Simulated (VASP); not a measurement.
Write the native input for VASP 6.6.1 that does the following.

```
Task                   : single point
Functional             : r2SCAN
Potentials or basis    : VASP PAW PBE potentials, release 64 (Zr_sv, O, Ge_d, Ba_sv)
Cutoff                 : 660 eV
k mesh                 : 6 × 6 × 6
Occupations            : methfessel-paxton, width 0.026 eV
Spin                   : no spin polarisation
Dipole correction      : no
Further INCAR settings : ALGO = Normal; EDIFF = 1e-06; NBANDS = 52
```

Ba2ZrGeO6:

```
CELL_PARAMETERS angstrom
0.00000 4.04393 4.04393
4.04393 0.00000 4.04393
4.04393 4.04393 0.00000
ATOMIC_POSITIONS crystal
Zr 0.50000 0.50000 0.50000
O 0.76064 0.23936 0.23936
O 0.23936 0.76064 0.23936
O 0.23936 0.76064 0.76064
O 0.76064 0.23936 0.76064
O 0.23936 0.23936 0.76064
O 0.76064 0.76064 0.23936
Ge 0.00000 0.00000 0.00000
Ba 0.25000 0.25000 0.25000
Ba 0.75000 0.75000 0.75000
```

These files were run (other wordings do the same):

POSCAR

```
Ba2ZrGeO6
1.0
    0.0000000000      4.0439300846      4.0439300846
    4.0439300846      0.0000000000      4.0439300846
    4.0439300846      4.0439300846      0.0000000000
Zr O Ge Ba
1 6 1 2
Direct
    0.5000000000      0.5000000000      0.5000000000
    0.7606440209      0.2393559791      0.2393559791
    0.2393559791      0.7606440209      0.2393559791
    0.2393559791      0.7606440209      0.7606440209
    0.7606440209      0.2393559791      0.7606440209
    0.2393559791      0.2393559791      0.7606440209
    0.7606440209      0.7606440209      0.2393559791
    0.0000000000      0.0000000000      0.0000000000
    0.2500000000      0.2500000000      0.2500000000
    0.7500000000      0.7500000000      0.7500000000
```

INCAR.step1

```
SYSTEM = Ba2ZrGeO6
  PREC = Accurate
  ENCUT = 660
  ISMEAR = 1
  SIGMA = 0.026
  LREAL = .FALSE.
  LASPH = .TRUE.
  NELM = 120
  NBANDS = 52
  GGA = PE
  ALGO = Normal
  EDIFF = 1E-5
  LWAVE = .TRUE.
  LCHARG = .FALSE.
  GGA_COMPAT = .FALSE.
```

INCAR.step2

```
SYSTEM = Ba2ZrGeO6
  PREC = Accurate
  ENCUT = 660
  EDIFF = 1E-6
  ISMEAR = 1
  SIGMA = 0.026
  LREAL = .FALSE.
  LASPH = .TRUE.
  NELM = 120
  ALGO = Normal
  ISIF = 2
  LWAVE = .FALSE.
  LCHARG = .FALSE.
  METAGGA = R2SCAN
  LMIXTAU = .TRUE.
  NBANDS = 52
  ISTART = 1
  GGA_COMPAT = .FALSE.
```

KPOINTS

```
regular mesh
0
G
  6 6 6
  0 0 0
```

Potentials or basis: VASP PAW PBE potentials, release 64 (Zr_sv, O, Ge_d, Ba_sv).

Launch:

```bash
$ cat potpaw_PBE.64/Zr_sv/POTCAR potpaw_PBE.64/O/POTCAR potpaw_PBE.64/Ge_d/POTCAR potpaw_PBE.64/Ba_sv/POTCAR > POTCAR
$ cp INCAR.step1 INCAR
$ mpirun -np 1 vasp_std > vasp.out
$ cp INCAR.step2 INCAR
$ mpirun -np 1 vasp_std > vasp.out
```

Results of the run:

```json
{
  "Pressure": "1.4 GPa",
  "Largest force": "0.028 eV/Å",
  "Band gap on the k mesh": "4.43 eV (least direct gap 4.51 eV)"
}
```

Caveat: the PAW data sets were made with another functional, which shifts forces and pressure a little; spin-orbit coupling is left out, which moves the levels of the heavy elements.

Run time: 6.6 min on 1 thread of Intel(R) Xeon(R) Platinum 8375C CPU @ 2.90GHz (Ice Lake) (shared host), peak memory 0.46 GiB.
